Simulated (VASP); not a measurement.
Wanted: the native input for a VASP 6.6.1 run.

```yaml
Task: single point
Functional: PBE
Potentials_or_basis: VASP PAW PBE potentials, release 64 (Al, Cr_pv, N)
Cutoff: 520 eV
k_mesh: 6 × 6 × 2
Occupations: gaussian, width 0.1 eV
Spin: collinear spin, ferromagnetic start
Starting_moments: "[0.0, 0.0, 3.0, 0.0, 0.0, 0.0] μB"
Dipole_correction: no
Further_INCAR_settings: ALGO = Normal; EDIFF = 1e-06; NBANDS = 30
```

The structure of Al2CrN3 lies in POSCAR:

```
Al2CrN3
1.0
    3.1087988642      0.0000000000      0.0000000000
   -1.5543994321      2.6922987916      0.0000000000
    0.0000000000      0.0000000000      7.6952721534
Al Cr N
2 1 3
Direct
    0.0000000000      0.0000000000     -0.0044577770
    0.3333333333      0.6666666667      0.6655384768
    0.6666666667      0.3333333333      0.3349081636
    0.3333333333      0.6666666667      0.9160204118
    0.6666666667      0.3333333333      0.5902222967
    0.0000000000      0.0000000000      0.2477684281
```

These files were run (other wordings do the same):

INCAR

```
PREC     = Accurate       # precision mode
ENCUT    = 520            # plane-wave cutoff, eV
EDIFF    = 1E-6           # SCF threshold, eV
ISMEAR   = 0              # smearing method
SIGMA    = 0.1            # smearing width, eV
LREAL    = False          # projectors in reciprocal space
LASPH    = True           # aspherical terms in the spheres
NELM     = 150            # most SCF steps
ALGO     = Normal         # electronic algorithm
ISIF     = 2              # what is computed and relaxed
LWAVE    = False          # write WAVECAR
LCHARG   = False          # write CHGCAR
ISPIN    = 2              # spin polarisation
MAGMOM   = 0 0 3 0 0 0    # initial moments
LORBIT   = 11             # projections on sites
LMAXMIX  = 4              # l up to which the mixer works
GGA      = PE             # functional
NBANDS   = 30             # bands
```

KPOINTS

```
Automatic mesh
0
Gamma
  6 6 2
```

Potentials or basis: VASP PAW PBE potentials, release 64 (Al, Cr_pv, N).

Run with:

```sh
$ cat potpaw_PBE.64/Al/POTCAR potpaw_PBE.64/Cr_pv/POTCAR potpaw_PBE.64/N/POTCAR > POTCAR
$ mpirun -np 1 vasp_std > vasp.out
```

It gave:

```yaml
Pressure: -0.4 GPa
Largest_force: 0.058 eV/Å
Net_moment: 1.94 μB per cell
Site_moments: Al +0.01; Cr +1.92; N +0.00, -0.08 μB
Valence_electrons_inside_the_program's_atomic_spheres: Al 0.79, 0.80; Cr 10.95; N 3.84, 3.83, 3.75
```

Caveat: the k points lie up to 0.41 Å⁻¹ apart; a cell with one magnetic atom can't hold antiferromagnetic order, which such compounds often take.

It took 26 s on 1 thread of Intel(R) Xeon(R) 6975P-C (Granite Rapids), on a shared host, peak memory 0.22 GiB.
